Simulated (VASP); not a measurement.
# AlCu6 (P6_3/m) in VASP: notebook

AlCu6 is run at these levels: PBE; tasks: single point.

Everything below comes from runs of VASP 6.6.1. Logs are shortened: lines on timing, memory, paths and dates and some standing lists are left out, and cuts for length are marked.

### Step 1. The cell of the first run

It takes space group P6_3/m (No. 176, hexagonal). The conventional cell has a = 6.845 Å, b = 6.845 Å, c = 4.233 Å, α = 90.00°, β = 90.00°, γ = 120.00°. Within 3.4 Å of Al (site symmetry -6) lie 12 Cu at 2.59 to 2.60 Å. Within 3.4 Å of Cu (site symmetry m) lie 9 Cu at 2.57 to 2.60 Å and 3 Al at 2.59 Å. Within 3.4 Å of Cu (site symmetry m) lie 11 Cu at 2.57 to 2.60 Å and 1 Al at 2.60 Å.

### Step 2. Single point, PBE

The input, INCAR:

```
SYSTEM = AlCu6
  ALGO = Fast
  EDIFF = 1E-7
  ENCUT = 520
  GGA = PE
  ISIF = 2
  ISMEAR = 0
  LASPH = .TRUE.
  LCHARG = .FALSE.
  LREAL = .FALSE.
  LWAVE = .FALSE.
  NBANDS = 82
  NELM = 60
  PREC = Accurate
  SIGMA = 0.1
```

The input, KPOINTS:

```
k-points
0
G
  6 6 8
  0 0 0
```

The input, POSCAR:

```
AlCu6
1.0
    6.8449140903      0.0000000000      0.0000000000
   -3.4224570452      5.9278694889      0.0000000000
    0.0000000000      0.0000000000      4.2328484016
Al Cu
2 12
Direct
    0.6666666667      0.3333333333      0.7500000000
    0.3333333333      0.6666666667      0.2500000000
    0.3794855928      0.4746661942      0.7500000000
    0.9536100869      0.1903076184      0.7500000000
    0.5253338058      0.9048193986      0.7500000000
    0.2366975315      0.0463899131      0.7500000000
    0.0951806014      0.6205144072      0.7500000000
    0.8096923816      0.7633024685      0.7500000000
    0.9048193986      0.3794855928      0.2500000000
    0.7633024685      0.9536100869      0.2500000000
    0.4746661942      0.0951806014      0.2500000000
    0.1903076184      0.2366975315      0.2500000000
    0.0463899131      0.8096923816      0.2500000000
    0.6205144072      0.5253338058      0.2500000000
```

Potentials or basis: VASP PAW PBE potentials, release 64 (Al, Cu).

Launch:

```bash
$ cat potpaw_PBE.64/Al/POTCAR potpaw_PBE.64/Cu/POTCAR > POTCAR
$ mpirun -np 1 vasp_std > vasp.out
```

OUTCAR:

```text
SYSTEM = AlCu6
   EDIFF = 1E-7
   ENCUT = 520
   GGA = PE
   ISIF = 2
   ISMEAR = 0
   LASPH = .TRUE.
   LREAL = .FALSE.
   NELM = 60
   PREC = Accurate

 ion  position               nearest neighbor table
   1  0.667  0.333  0.750-   5 2.59   7 2.59   3 2.59   9 2.59   9 2.59  11 2.59  11 2.59  14 2.59
                            14 2.59   4 2.60   6 2.60   8 2.60
   2  0.333  0.667  0.250-  11 2.59   9 2.59  14 2.59   7 2.59   7 2.59   5 2.59   5 2.59   3 2.59
                             3 2.59  13 2.60  10 2.60  12 2.60
   3  0.379  0.475  0.750-   4 2.57   6 2.59  12 2.59  12 2.59   1 2.59   2 2.59   2 2.59   5 2.59
                             7 2.59  14 2.60  14 2.60   8 2.60
   4  0.954  0.190  0.750-   3 2.57   8 2.58   6 2.58   5 2.59  10 2.59  10 2.59  12 2.59  12 2.59
                             9 2.59   9 2.59   1 2.60   7 2.60
   5  0.525  0.905  0.750-   8 2.57   4 2.59  10 2.59  10 2.59   1 2.59   2 2.59   2 2.59   7 2.59
                             3 2.59  11 2.60  11 2.60   6 2.60
   6  0.237  0.046  0.750-   7 2.57   8 2.58   4 2.58   3 2.59  13 2.59  13 2.59  12 2.59  12 2.59
                            11 2.59  11 2.59   1 2.60   5 2.60
   7  0.095  0.621  0.750-   6 2.57   8 2.59  13 2.59  13 2.59   1 2.59   2 2.59   2 2.59   5 2.59
                             3 2.59   9 2.60   9 2.60   4 2.60
   8  0.810  0.763  0.750-   5 2.57   6 2.58   4 2.58   7 2.59  13 2.59  13 2.59  10 2.59  10 2.59
                            14 2.59  14 2.59   1 2.60   3 2.60
   9  0.905  0.379  0.250-  10 2.57  12 2.59   4 2.59   4 2.59   2 2.59   1 2.59   1 2.59  11 2.59
                            14 2.59   7 2.60   7 2.60  13 2.60
  10  0.763  0.954  0.250-   9 2.57  12 2.58  13 2.58  14 2.59   4 2.59   4 2.59   8 2.59   8 2.59
                             5 2.59   5 2.59   2 2.60  11 2.60
  11  0.475  0.095  0.250-  12 2.57  13 2.59   6 2.59   6 2.59   2 2.59   1 2.59   1 2.59   9 2.59
                            14 2.59   5 2.60   5 2.60  10 2.60
  12  0.190  0.237  0.250-  11 2.57  10 2.58  13 2.58   9 2.59   4 2.59   4 2.59   6 2.59   6 2.59
                             3 2.59   3 2.59   2 2.60  14 2.60
  13  0.046  0.810  0.250-  14 2.57  12 2.58  10 2.58  11 2.59   6 2.59   6 2.59   8 2.59   8 2.59
                             7 2.59   7 2.59   2 2.60   9 2.60
  14  0.621  0.525  0.250-  13 2.57  10 2.59   8 2.59   8 2.59   2 2.59   1 2.59   1 2.59  11 2.59
                             9 2.59   3 2.60   3 2.60  12 2.60

  LATTYP: Found a hexagonal cell.
 ALAT       =     6.8449140903
 C/A-ratio  =     0.6183932107

  Lattice vectors:

 A1 = (   6.8449140903,   0.0000000000,   0.0000000000)
 A2 = (  -3.4224570452,   5.9278694889,   0.0000000000)
 A3 = (   0.0000000000,   0.0000000000,   4.2328484016)

Analysis of symmetry for initial positions (statically):
=====================================================================
 Subroutine PRICEL returns:
 Original cell was already a primitive cell.

 Routine SETGRP: Setting up the symmetry group for a
 hexagonal supercell.
[... 170 lines left out ...]
   GGA     = PE    functional components
   LHFCALC =     F    Hartree Fock is set to
   AEXX    =    0.0000 exact exchange contribution
   IVDW    =     0    specifies the selected vdW correction
   LEPSILON=     F    determine dielectric tensor
   LRPA    =     F    only Hartree local field effects (RPA)
 non-spin polarized calculation
 RMM-DIIS sequential band-by-band and
 Gauss-broadening in eV      SIGMA  =   0.10
  energy-cutoff  :      520.00
  volume of cell :      171.75
 maximum number of plane-waves:      4652
 NGX is ok and might be reduce to    54
   NGX = 25   NGY = 25   NGZ = 15

 number of electron     138.0000115 magnetization

 Free energy of the ion-electron system (eV)
  ---------------------------------------------------
  ext. energy  EPLUGINS =         0.00000000
  ---------------------------------------------------
  free energy    TOTEN  =       -53.74387297 eV

  energy without entropy =      -53.71858322  energy(sigma->0) =      -53.73122809

 E-fermi :   7.9204     XC(G=0): -12.3486

 val. band max:        7.9078567457   @ k =   0.1667  -0.0000   0.3750
 cond. band min:       7.9212061061   @ k =   0.1667   0.1667   0.3750
 fundamental gap:      0.0133493603
 Fermi energy:         7.9203852255

 k-point     1 :       0.0000    0.0000    0.0000
  band No.  band energies     occupation
      1      -2.0761      2.00000
      2       1.0102      2.00000
      3       1.8200      2.00000
      4       1.8200      2.00000
      5       2.0022      2.00000
      6       2.2725      2.00000
[... 2005 lines left out ...]
     80      13.6659      0.00000
     81      13.8325      0.00000

 [... further k-points ...]

 [bands above 81 left out]

------------------------ aborting loop because EDIFF is reached ----------------------------------------

  FORCE on cell =-STRESS in cart. coord.  units (eV):
  Direction    XX          YY          ZZ          XY          YZ          ZX
  --------------------------------------------------------------------------------------
  -------------------------------------------------------------------------------------
  Total        0.5778129      0.5778129      0.5520920      0.0000000      0.0000000      0.0000000
  in kB        5.3901206      5.3901206      5.1501833      0.0000001      0.0000000      0.0000000
  external PRESSURE =       5.3101415 kB  Pullay stress =       0.0000000 kB

 VOLUME and BASIS-vectors are now :
 -----------------------------------------------------------------------------
  energy-cutoff  :      520.00
  volume of cell :      171.75
      direct lattice vectors                 reciprocal lattice vectors
     6.844914090  0.000000000  0.000000000     0.146093872  0.084347336  0.000000000
    -3.422457045  5.927869489  0.000000000     0.000000000  0.168694672  0.000000000
     0.000000000  0.000000000  4.232848402     0.000000000  0.000000000  0.236247535

 POSITION                                       TOTAL-FORCE (eV/Angst)
 -----------------------------------------------------------------------------------
      3.42246      1.97596      3.17464         0.000000      0.000000     -0.000000
     -0.00000      3.95191      1.05821         0.000000      0.000000      0.000000
      0.97302      2.81376      3.17464         0.002074      0.004635     -0.000000
      5.87606      1.12812      3.17464        -0.005546     -0.000559      0.000000
      0.49916      5.36365      3.17464        -0.005051     -0.000521      0.000000
      1.46141      0.27499      3.17464         0.002289      0.005083     -0.000000
     -1.47218      3.67833      3.17464         0.002977     -0.004114      0.000000
      2.92990      4.52476      3.17464         0.003257     -0.004524     -0.000000
      4.89464      2.24954      1.05821        -0.002977      0.004114     -0.000000
      1.96105      5.65288      1.05821        -0.002289     -0.005083      0.000000
      2.92330      0.56422      1.05821         0.005051      0.000521     -0.000000
      0.49255      1.40311      1.05821        -0.003257      0.004524     -0.000000
     -2.45360      4.79975      1.05821         0.005546      0.000559      0.000000
      2.44944      3.11411      1.05821        -0.002074     -0.004635     -0.000000
 -----------------------------------------------------------------------------------
    total drift:                               -0.000000      0.000000      0.000000

  FREE ENERGIE OF THE ION-ELECTRON SYSTEM (eV)
  ---------------------------------------------------
  free  energy   TOTEN  =       -53.7438729654 eV

  energy  without entropy=      -53.7185832159  energy(sigma->0) =      -53.73122809
```

stdout:

```text
POSCAR found type information on POSCAR AlCu
 POSCAR found :  2 types and      14 ions
 scaLAPACK will be used
 LDA part: xc-table for (Slater+PW92), standard interpolation
 POSCAR, INCAR and KPOINTS ok, starting setup
 FFT: planning ... GRIDC
 FFT: planning ... GRID_SOFT
 FFT: planning ... GRID
 WAVECAR not read
 entering main loop
```

It took 40 min on 1 thread of Intel Xeon 8259CL, shared host; peak memory 0.54 GiB.

What came out:

| Property | Result |
| --- | --- |
| Free energy | -53.7439 eV |
| Pressure | 0.5 GPa |
| Largest force | 0.006 eV/Å |
| Band gap on the k mesh | zero (bands 69 and 70 overlap by 3.08 eV) |

Forces on the atoms (eV/Å):
```
Al   0.000  0.000  0.000
Al   0.000  0.000  0.000
Cu   0.002  0.005  0.000
Cu  -0.006 -0.001  0.000
Cu  -0.005 -0.001  0.000
Cu   0.002  0.005  0.000
Cu   0.003 -0.004  0.000
Cu   0.003 -0.005  0.000
Cu  -0.003  0.004  0.000
Cu  -0.002 -0.005  0.000
Cu   0.005  0.001  0.000
Cu  -0.003  0.005  0.000
Cu   0.006  0.001  0.000
Cu  -0.002 -0.005  0.000
```

### Step 3. Single point, PBE

The input, INCAR:

```
ALGO     = Fast           # electronic algorithm
EDIFF    = 1E-7           # SCF threshold, eV
ENCUT    = 520            # plane-wave cutoff, eV
GGA      = PE             # functional
ISIF     = 2              # what is computed and relaxed
ISMEAR   = 0              # smearing method
LASPH    = T              # aspherical terms in the spheres
LCHARG   = F              # write CHGCAR
LREAL    = F              # projectors in reciprocal space
LWAVE    = F              # write WAVECAR
NBANDS   = 82             # bands
NELM     = 60             # most SCF steps
PREC     = Accurate       # precision mode
SIGMA    = 0.2            # smearing width, eV
```

The input, KPOINTS:

```
k-points
0
Gamma
  3 3 4
```

The input, POSCAR:

```
AlCu6
1.0
    6.8450110894      0.0000000000      0.0000000000
   -3.4225055447      5.9279534926      0.0000000000
    0.0000000000      0.0000000000      4.2246909006
Al Cu
2 12
Direct
    0.6666666667      0.3333333333      0.7500000000
    0.3333333333      0.6666666667      0.2500000000
    0.3809149067      0.4753460211      0.7500000000
    0.9539685380      0.1907053197      0.7500000000
    0.5246539789      0.9055688855      0.7500000000
    0.2367367818      0.0460314620      0.7500000000
    0.0944311145      0.6190850933      0.7500000000
    0.8092946803      0.7632632182      0.7500000000
    0.9055688855      0.3809149067      0.2500000000
    0.7632632182      0.9539685380      0.2500000000
    0.4753460211      0.0944311145      0.2500000000
    0.1907053197      0.2367367818      0.2500000000
    0.0460314620      0.8092946803      0.2500000000
    0.6190850933      0.5246539789      0.2500000000
```

Potentials or basis: VASP PAW PBE potentials, release 64 (Al, Cu).

Launch:

```bash
$ cat potpaw_PBE.64/Al/POTCAR potpaw_PBE.64/Cu/POTCAR > POTCAR
$ mpirun -np 1 vasp_std > vasp.out
```

OUTCAR:

```text
EDIFF = 1E-7
   ENCUT = 520
   GGA = PE
   ISIF = 2
   ISMEAR = 0
   LASPH = T
   LREAL = F
   NELM = 60
   PREC = Accurate

 ion  position               nearest neighbor table
   1  0.667  0.333  0.750-   5 2.58   7 2.58   3 2.58   9 2.59   9 2.59  11 2.59  11 2.59  14 2.59
                            14 2.59   8 2.60   6 2.60   4 2.60
   2  0.333  0.667  0.250-  11 2.58   9 2.58  14 2.58   7 2.59   7 2.59   5 2.59   5 2.59   3 2.59
                             3 2.59  12 2.60  10 2.60  13 2.60
   3  0.381  0.475  0.750-   4 2.58   1 2.58  14 2.59  14 2.59  12 2.59  12 2.59   8 2.59   6 2.59
                             2 2.59   2 2.59   5 2.60   7 2.60
   4  0.954  0.191  0.750-   3 2.58   8 2.58   6 2.58  12 2.58  12 2.58  10 2.58  10 2.58   9 2.59
                             9 2.59   7 2.59   5 2.59   1 2.60
   5  0.525  0.906  0.750-   8 2.58   1 2.58  11 2.59  11 2.59  10 2.59  10 2.59   6 2.59   4 2.59
                             2 2.59   2 2.59   3 2.60   7 2.60
   6  0.237  0.046  0.750-   7 2.58   8 2.58   4 2.58  13 2.58  13 2.58  12 2.58  12 2.58  11 2.59
                            11 2.59   5 2.59   3 2.59   1 2.60
   7  0.094  0.619  0.750-   6 2.58   1 2.58   9 2.59   9 2.59  13 2.59  13 2.59   4 2.59   8 2.59
[... 979 lines left out ...]
  Direction    XX          YY          ZZ          XY          YZ          ZX
  --------------------------------------------------------------------------------------
  -------------------------------------------------------------------------------------
  Total        0.6541211      0.6541211      0.5984102      0.0000001      0.0000000      0.0000000
  in kB        6.1135691      6.1135691      5.5928825      0.0000008      0.0000000      0.0000000
  external PRESSURE =       5.9400069 kB  Pullay stress =       0.0000000 kB

 VOLUME and BASIS-vectors are now :
 -----------------------------------------------------------------------------
  energy-cutoff  :      520.00
  volume of cell :      171.42
      direct lattice vectors                 reciprocal lattice vectors
     6.845011089  0.000000000  0.000000000     0.146091801  0.084346141  0.000000000
    -3.422505545  5.927953493  0.000000000     0.000000000  0.168692282  0.000000000
     0.000000000  0.000000000  4.224690901     0.000000000  0.000000000  0.236703708

 POSITION                                       TOTAL-FORCE (eV/Angst)
 -----------------------------------------------------------------------------------
      3.42251      1.97598      3.16852        -0.000000     -0.000000      0.000000
     -0.00000      3.95197      1.05617        -0.000000     -0.000000     -0.000000
      0.98049      2.81783      3.16852         0.004994     -0.002560     -0.000000
      5.87724      1.13049      3.16852         0.007814      0.001835      0.000000
      0.49195      5.36817      3.16852        -0.000280      0.005605     -0.000000
      1.46292      0.27287      3.16852        -0.002318     -0.007685     -0.000000
     -1.47244      3.66991      3.16852        -0.004714     -0.003045     -0.000000
      2.92736      4.52459      3.16852        -0.005496      0.005850      0.000000
      4.89495      2.25805      1.05617         0.004714      0.003045      0.000000
      1.95958      5.65508      1.05617         0.002318      0.007685      0.000000
      2.93056      0.55978      1.05617         0.000280     -0.005605     -0.000000
      0.49515      1.40336      1.05617         0.005496     -0.005850     -0.000000
     -2.45473      4.79746      1.05617        -0.007814     -0.001835     -0.000000
      2.44201      3.11012      1.05617        -0.004994      0.002560      0.000000
 -----------------------------------------------------------------------------------
    total drift:                                0.000000      0.000000     -0.000000

  FREE ENERGIE OF THE ION-ELECTRON SYSTEM (eV)
  ---------------------------------------------------
  free  energy   TOTEN  =       -53.8425765085 eV

  energy  without entropy=      -53.7575389626  energy(sigma->0) =      -53.80005774
```

OSZICAR:

```text
N       E                     dE             d eps       ncg     rms          rms(c)
DAV:   1     0.136458197188E+04    0.13646E+04   -0.57057E+04  1476   0.282E+03
DAV:   2     0.160965779430E+03   -0.12036E+04   -0.11728E+04  1476   0.562E+02
DAV:   3    -0.552446067971E+02   -0.21621E+03   -0.20133E+03  1476   0.269E+02
[... 11 lines left out ...]
RMM:  15    -0.538425739854E+02    0.29991E-05   -0.20471E-05  1681   0.332E-02    0.347E-03
RMM:  16    -0.538425765095E+02   -0.25241E-05   -0.13445E-05  2231   0.160E-02    0.192E-03
RMM:  17    -0.538425767244E+02   -0.21488E-06   -0.13809E-06  1596   0.485E-03    0.203E-03
RMM:  18    -0.538425765388E+02    0.18560E-06   -0.33125E-07  1099   0.515E-03    0.173E-03
RMM:  19    -0.538425765085E+02    0.30228E-07   -0.33624E-07  1076   0.500E-03
   1 F= -.53842577E+02 E0= -.53800058E+02  d E =-.850375E-01
```

Wall time 7.6 min (1 thread of Intel Xeon 8259CL, shared host); peak memory 0.34 GiB.

Results:

```yaml
Free_energy: -53.8426 eV
Pressure: 0.6 GPa
Largest_force: 0.008 eV/Å
Band_gap_on_the_k_mesh: zero (bands 69 and 70 overlap by 3.11 eV)
```

Forces on the atoms (eV/Å):
```
Al   0.000  0.000  0.000
Al   0.000  0.000  0.000
Cu   0.005 -0.003  0.000
Cu   0.008  0.002  0.000
Cu   0.000  0.006  0.000
Cu  -0.002 -0.008  0.000
Cu  -0.005 -0.003  0.000
Cu  -0.005  0.006  0.000
Cu   0.005  0.003  0.000
Cu   0.002  0.008  0.000
Cu   0.000 -0.006  0.000
Cu   0.005 -0.006  0.000
Cu  -0.008 -0.002  0.000
Cu  -0.005  0.003  0.000
```

Caveat: the k points lie up to 0.37 Å⁻¹ apart, too coarse for converged energies and pressures of a metal.

The gap in the log of VASP goes by the Fermi energy; the results here count the filled bands.